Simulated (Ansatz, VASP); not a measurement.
## Ru: VASP beside Ansatz

```
Ru
1.0
     3.74646    0.00000    0.00000
    -1.87323    3.24453    0.00000
     0.00000    0.00000    5.33469
Ru
4
Direct
  0.00000 0.00000 0.50000
  0.00000 0.00000 0.00000
  0.33333 0.66667 0.75000
  0.66667 0.33333 0.25000
```

Alike in both runs: functional PBE; k mesh 15 × 15 × 10; occupations gaussian, width 0.1 eV; no spin polarisation.

Ansatz relaxed the structure, and its values are those at the end. VASP's run is a single point on that final structure, the one shown.

|  | VASP | Ansatz |
| --- | --- | --- |
| version | VASP 6.6.1 | Ansatz 0.2.0 |
| potentials or method | VASP PAW PBE potentials, release 64 (Ru_pv), cutoff 520 eV | scalar-relativistic, plane waves, PAW |
| valence electrons in the cell | 56 | 64 |

```tsv
	VASP	Ansatz	Ansatz less VASP
gap on the k mesh at the Fermi level (eV)	none	none	-
pressure (GPa)	0.1	0.0	-0.05
```

A gap of «none» marks a metal or a gap that the smearing closes. The functional is the same, so the differences come from potentials, cutoffs and numerics. VASP's potentials hold 56 valence electrons a cell and Ansatz's 64, so a difference there can come from the potentials and not from the codes.
